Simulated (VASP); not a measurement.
Set up this calculation in VASP 6.6.1, as the native input.

- Task: single point
- Functional: PBE
- Potentials or basis: VASP PAW PBE potentials, release 64 (Li_sv, H)
- Cutoff: 520 eV
- k mesh: 3 × 3 × 3
- Occupations: gaussian, width 0.1 eV
- Spin: no spin polarisation
- Dipole correction: no
- Further INCAR settings: LREAL = Auto; ALGO = Normal; EDIFF = 1e-07; NBANDS = 38

The structure of Li16H (a cell with a defect) lies in POSCAR:

```
Li16H
1.0
    6.9800000000      0.0000000000      0.0000000000
    0.0000000000      6.9800000000      0.0000000000
    0.0000000000      0.0000000000      6.9800000000
Li H
16 1
Direct
    0.0295995702      0.0075027221      0.0000767908
    0.4650581662      0.0062041547      0.0000760745
   -0.0088348138      0.5066568768      0.0000461318
   -0.0031979943     -0.0022137536      0.5000557307
    0.2479141834      0.2531578797      0.2497094556
    0.5034611748      0.5082567335      0.0000448424
    0.4978628940     -0.0036448424      0.5000568768
    0.7468730659      0.2414581662      0.2447929799
   -0.0220555874      0.4963851003      0.5000687679
    0.2465366762      0.7334234957      0.2663193410
    0.2479133238      0.2531478510      0.7503866762
    0.5168018625      0.4977666189      0.5000689112
    0.7480475645      0.7640340974      0.2420879656
    0.7468739255      0.2414309456      0.7553210602
    0.2465363897      0.7334472779      0.7337889685
    0.7480492837      0.7640593123      0.7580289398
    0.2477560172      0.1623161891      0.0000560172
```

These files were run (other wordings do the same):

INCAR

```
SYSTEM = Li16H
  PREC = Accurate
  ENCUT = 520
  EDIFF = 1E-7
  ISMEAR = 0
  SIGMA = 0.1
  LREAL = Auto
  LASPH = .True.
  NELM = 100
  ALGO = Normal
  ISIF = 2
  LWAVE = .False.
  LCHARG = .False.
  GGA = PE
  NBANDS = 38
```

KPOINTS

```
Automatic mesh
0
Gamma
  3 3 3
  0 0 0
```

Potentials or basis: VASP PAW PBE potentials, release 64 (Li_sv, H).

Launch:

```console
$ cat potpaw_PBE.64/Li_sv/POTCAR potpaw_PBE.64/H/POTCAR > POTCAR
$ mpirun -np 1 vasp_std > vasp.out
```

Results of the run:

```yaml
Largest_force: 0.004 eV/Å
```

Run time: 11 min on 1 thread of Oxide Virtual Turin-like Processor, with other jobs on the host, peak memory 0.37 GiB.
